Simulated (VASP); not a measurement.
# SnO2 in VASP: further runs, part 2 of 2

VASP 6.6.1.

## 3. Single point, LDA

The input, INCAR:

```
SYSTEM = SnO2
PREC = Accurate
ENCUT = 520
EDIFF = 1E-6
ISMEAR = 0
SIGMA = 0.05
LREAL = .FALSE.
LASPH = .TRUE.
NELM = 100
ALGO = Normal
ISIF = 2
LWAVE = .FALSE.
LCHARG = .FALSE.
NBANDS = 35
```

The input, KPOINTS:

```
Automatic mesh
0
G
  6 6 8
  0 0 0
```

The input, POSCAR:

```
SnO2
1.0
    4.7207174017      0.0000000000      0.0000000000
    0.0000000000      4.7207174017      0.0000000000
    0.0000000000      0.0000000000      3.1887553105
Sn O
2 4
Direct
    0.0000000000      0.0000000000      0.0000000000
    0.5000000000      0.5000000000      0.5000000000
    0.3061065496      0.3061065496      0.0000000000
    0.1938934504      0.8061065496      0.5000000000
    0.6938934504      0.6938934504      0.0000000000
    0.8061065496      0.1938934504      0.5000000000
```

Potentials or basis: VASP PAW LDA potentials, release 64 (Sn_d, O).

Command:

```
$ cat potpaw_LDA.64/Sn_d/POTCAR potpaw_LDA.64/O/POTCAR > POTCAR
$ mpirun -np 1 vasp_std > vasp.out
```

OUTCAR:

```text
SYSTEM = SnO2
   PREC = Accurate
   ENCUT = 520
   EDIFF = 1E-6
   ISMEAR = 0
   LREAL = .FALSE.
   LASPH = .TRUE.
   NELM = 100
   ISIF = 2

 ion  position               nearest neighbor table
   1  0.000  0.000  0.000-   3 2.04   5 2.04   4 2.05   6 2.05   4 2.05   6 2.05   2 3.70   2 3.70
                             2 3.70   2 3.70   2 3.70   2 3.70   2 3.70   2 3.70
   2  0.500  0.500  0.500-   4 2.04   6 2.04   5 2.05   3 2.05   3 2.05   5 2.05   1 3.70   1 3.70
                             1 3.70   1 3.70   1 3.70   1 3.70   1 3.70   1 3.70
   3  0.306  0.306  0.000-   1 2.04   2 2.05   2 2.05
   4  0.194  0.806  0.500-   2 2.04   1 2.05   1 2.05
   5  0.694  0.694  0.000-   1 2.04   2 2.05   2 2.05
   6  0.806  0.194  0.500-   2 2.04   1 2.05   1 2.05

  LATTYP: Found a simple tetragonal cell.
 ALAT       =     4.7207174017
 C/A-ratio  =     0.6754810846

  Lattice vectors:

 A1 = (   4.7207174017,   0.0000000000,   0.0000000000)
 A2 = (   0.0000000000,   4.7207174017,   0.0000000000)
 A3 = (   0.0000000000,   0.0000000000,   3.1887553105)

Analysis of symmetry for initial positions (statically):
=====================================================================
 Subroutine PRICEL returns:
 Original cell was already a primitive cell.

 Routine SETGRP: Setting up the symmetry group for a
 simple tetragonal supercell.

 Subroutine GETGRP returns: Found 16 space group operations
 (whereof  8 operations were pure point group operations)
 out of a pool of 16 trial point group operations.

The static configuration has the point symmetry D_2h.
 The point group associated with its full space group is D_4h.

Analysis of symmetry for dynamics (positions and initial velocities):
=====================================================================
 Subroutine PRICEL returns:
 Original cell was already a primitive cell.

 Routine SETGRP: Setting up the symmetry group for a
 simple tetragonal supercell.

 Subroutine GETGRP returns: Found 16 space group operations
 (whereof  8 operations were pure point group operations)
 out of a pool of 16 trial point group operations.

The dynamic configuration has the point symmetry D_2h.
 The point group associated with its full space group is D_4h.

[... 129 lines left out ...]
  Thomas-Fermi vector in A             =   2.589916
   LORBIT       =      0    0 simple, 1 ext, 2 COOP (PROOUT), +10 PAW based schemes
   GGA     = CA    functional components
   LHFCALC =     F    Hartree Fock is set to
   AEXX    =    0.0000 exact exchange contribution
   IVDW    =     0    specifies the selected vdW correction
   LEPSILON=     F    determine dielectric tensor
   LRPA    =     F    only Hartree local field effects (RPA)
 non-spin polarized calculation
 Gauss-broadening in eV      SIGMA  =   0.05
  energy-cutoff  :      520.00
  volume of cell :       71.06
 maximum number of plane-waves:      1934
 NGX is ok and might be reduce to    36
   NGX = 17   NGY = 17   NGZ = 11

 number of electron      51.9999987 magnetization

 Free energy of the ion-electron system (eV)
  ---------------------------------------------------
  ext. energy  EPLUGINS =         0.00000000
  ---------------------------------------------------
  free energy    TOTEN  =       -42.27905657 eV

  energy without entropy =      -42.27905657  energy(sigma->0) =      -42.27905657

 E-fermi :   6.1526     XC(G=0): -11.8373

 val. band max:        5.9488041803   @ k =   0.0000   0.0000   0.0000
 cond. band min:       7.1605414962   @ k =   0.0000   0.0000   0.0000
 fundamental gap:      1.2117373159
 Fermi energy:         6.1525840403

 k-point     1 :       0.0000    0.0000    0.0000
  band No.  band energies     occupation
      1     -15.0712      2.00000
      2     -14.2892      2.00000
      3     -14.0112      2.00000
      4     -13.9923      2.00000
      5     -13.9923      2.00000
      6     -13.9139      2.00000
[... 901 lines left out ...]
     34      18.1478      0.00000
     35      18.3334      0.00000

 [... further k-points ...]
[... 5 lines left out ...]
  --------------------------------------------------------------------------------------
  -------------------------------------------------------------------------------------
  Total        0.5177141      0.5177141      0.7794494      0.0000000      0.0000000      0.0000000
  in kB       11.6724864     11.6724864     17.5736228      0.0000000      0.0000000      0.0000000
  external PRESSURE =      13.6395319 kB  Pullay stress =       0.0000000 kB

 VOLUME and BASIS-vectors are now :
 -----------------------------------------------------------------------------
  energy-cutoff  :      520.00
  volume of cell :       71.06
      direct lattice vectors                 reciprocal lattice vectors
     4.720717402  0.000000000  0.000000000     0.211832210  0.000000000  0.000000000
     0.000000000  4.720717402  0.000000000     0.000000000  0.211832210  0.000000000
     0.000000000  0.000000000  3.188755310     0.000000000  0.000000000  0.313601987

 POSITION                                       TOTAL-FORCE (eV/Angst)
 -----------------------------------------------------------------------------------
      0.00000      0.00000      0.00000         0.000000      0.000000      0.000000
      2.36036      2.36036      1.59438         0.000000      0.000000      0.000000
      1.44504      1.44504      0.00000        -0.022579     -0.022579      0.000000
      0.91532      3.80540      1.59438         0.022579     -0.022579      0.000000
      3.27567      3.27567      0.00000         0.022579      0.022579      0.000000
      3.80540      0.91532      1.59438        -0.022579      0.022579      0.000000
 -----------------------------------------------------------------------------------
    total drift:                                0.000000      0.000000      0.000000

  FREE ENERGIE OF THE ION-ELECTRON SYSTEM (eV)
  ---------------------------------------------------
  free  energy   TOTEN  =       -42.2790565727 eV

  energy  without entropy=      -42.2790565726  energy(sigma->0) =      -42.27905657
```

OSZICAR:

```text
N       E                     dE             d eps       ncg     rms          rms(c)
DAV:   1     0.637684581947E+03    0.63768E+03   -0.25551E+04  3843   0.234E+03
DAV:   2     0.522767730847E+02   -0.58541E+03   -0.55123E+03  3756   0.607E+02
DAV:   3    -0.433789508086E+02   -0.95656E+02   -0.93718E+02  3850   0.207E+02
DAV:   4    -0.483327956263E+02   -0.49538E+01   -0.49157E+01  4405   0.505E+01
DAV:   5    -0.484608552773E+02   -0.12806E+00   -0.12785E+00  4369   0.858E+00    0.159E+01
DAV:   6    -0.423432681527E+02    0.61176E+01   -0.16907E+01  5604   0.644E+01    0.644E+00
DAV:   7    -0.423729607131E+02   -0.29693E-01   -0.19923E+00  4036   0.789E+00    0.320E+00
DAV:   8    -0.422937377134E+02    0.79223E-01   -0.21308E-01  5477   0.429E+00    0.730E-01
DAV:   9    -0.422789351967E+02    0.14803E-01   -0.33318E-02  5727   0.306E+00    0.130E-01
DAV:  10    -0.422790423242E+02   -0.10713E-03   -0.33442E-03  4730   0.468E-01    0.499E-02
DAV:  11    -0.422790561940E+02   -0.13870E-04   -0.14048E-04  5599   0.132E-01    0.214E-02
DAV:  12    -0.422790593331E+02   -0.31391E-05   -0.15364E-05  4255   0.270E-02    0.137E-02
DAV:  13    -0.422790564997E+02    0.28335E-05   -0.90574E-06  4324   0.443E-02    0.155E-03
DAV:  14    -0.422790565727E+02   -0.72990E-07   -0.83211E-07  2348   0.790E-03
   1 F= -.42279057E+02 E0= -.42279057E+02  d E =-.598628E-11
```

Wall time 37 s (1 thread of Intel Xeon 6975P-C (Granite Rapids), shared host); peak memory 0.22 GiB.

Results:

```yaml
Free_energy: -42.2791 eV
Pressure: 1.4 GPa
Largest_force: 0.032 eV/Å
Band_gap_on_the_k_mesh: 1.21 eV, direct
```

Forces in eV/Å, atoms in the order of the input:
```
Sn   0.000  0.000  0.000
Sn   0.000  0.000  0.000
O   -0.023 -0.023  0.000
O    0.023 -0.023  0.000
O    0.023  0.023  0.000
O   -0.023  0.023  0.000
```

Stress tensor (GPa, compression positive):
```
1.17 0.00 0.00
0.00 1.17 0.00
0.00 0.00 1.76
```

Levels at points of the mesh, in eV from the valence-band top:
```
           k point  band 24  band 25  band 26  band 27  band 28  band 29
(0.00, 0.00, 0.00)    -0.81    -0.81     0.00     1.21     5.97     6.08
(0.50, 0.00, 0.00)    -1.24    -0.65    -0.65     4.37     4.37     6.84
(0.50, 0.50, 0.00)    -1.36    -0.92    -0.92     4.76     4.76     7.33
(0.00, 0.00, 0.50)    -1.73    -1.29    -1.29     6.09     6.09     9.55
(0.50, 0.00, 0.50)    -1.14    -0.72    -0.72     6.37     6.37     7.91
(0.50, 0.50, 0.50)    -0.99    -0.85    -0.85     4.74     4.74     8.65
```

Caveat: spin-orbit coupling is left out, which moves the levels of the heavy elements.

## 4. Single point, LDA (mode 4 frozen in at -0.120 Å and mode 5 at -0.000 Å (largest displacements))

The input, INCAR:

```
PREC = Accurate
ENCUT = 520
EDIFF = 1E-6
ISMEAR = 0
SIGMA = 0.05
LREAL = F
LASPH = T
NELM = 80
ALGO = Normal
ISIF = 2
LWAVE = F
LCHARG = T
LELF = T
LVHAR = T
NBANDS = 35
```

The input, KPOINTS:

```
regular mesh
0
Gamma
  6 6 8
```

The input, POSCAR:

```
SnO2
1.0
    4.7207174017      0.0000000000      0.0000000000
    0.0000000000      4.7207174017      0.0000000000
    0.0000000000      0.0000000000      3.1887553105
Sn O
2 4
Direct
    0.0000000000      0.0000000000      0.0000000000
    0.5000000000      0.5000000000      0.5000000000
    0.2881919057      0.3240211935      0.0000000000
    0.2118080943      0.8240211935      0.5000000000
    0.7118080943      0.6759788065      0.0000000000
    0.7881919057      0.1759788065      0.5000000000
```

Command:

```
$ cat potpaw_LDA.64/Sn_d/POTCAR potpaw_LDA.64/O/POTCAR > POTCAR
$ mpirun -np 1 vasp_std > vasp.out
```

Run time: 7 min. Hardware: 1 thread of AMD EPYC 7R13, shared host; peak memory 0.23 GiB.

The run converged. Its results:

| Item | Value |
| --- | --- |
| Free energy | -42.2616 eV |
| Pressure | 0.6 GPa |
| Largest force | 0.081 eV/Å |
| Band gap on the k mesh | 1.31 eV, direct |

Forces on the atoms (eV/Å):
```
Sn   0.000  0.000  0.000
Sn   0.000  0.000  0.000
O    0.062 -0.052  0.000
O   -0.062 -0.052  0.000
O   -0.062  0.052  0.000
O    0.062  0.052  0.000
```

Stress tensor (GPa, compression positive):
```
-0.22  0.00  0.00
 0.00  1.09  0.00
 0.00  0.00  0.94
```

Levels at points of the mesh, in eV from the valence-band top:
```csv
k point,band 24,band 25,band 26,band 27,band 28,band 29
"(0.00, 0.00, 0.00)",-0.73,-0.64,0.00,1.31,6.01,6.15
"(0.50, 0.00, 0.00)",-1.13,-0.43,-0.43,4.30,4.30,6.62
"(0.00, 0.50, 0.00)",-1.14,-0.64,-0.64,4.52,4.52,7.23
"(0.50, 0.50, 0.00)",-1.27,-0.79,-0.79,4.83,4.83,7.37
"(0.00, 0.00, 0.50)",-1.65,-1.13,-1.13,6.11,6.11,9.59
"(0.50, 0.00, 0.50)",-0.94,-0.73,-0.73,6.44,6.44,8.08
"(0.00, 0.50, 0.50)",-1.15,-0.55,-0.55,6.33,6.33,7.83
"(0.50, 0.50, 0.50)",-0.91,-0.72,-0.72,4.79,4.79,8.75
```

Caveat: the cell differs from its parent crystal (mode 4 frozen in at -0.120 Å and mode 5 at -0.000 Å (largest displacements)); spin-orbit coupling is left out, which moves the levels of the heavy elements.
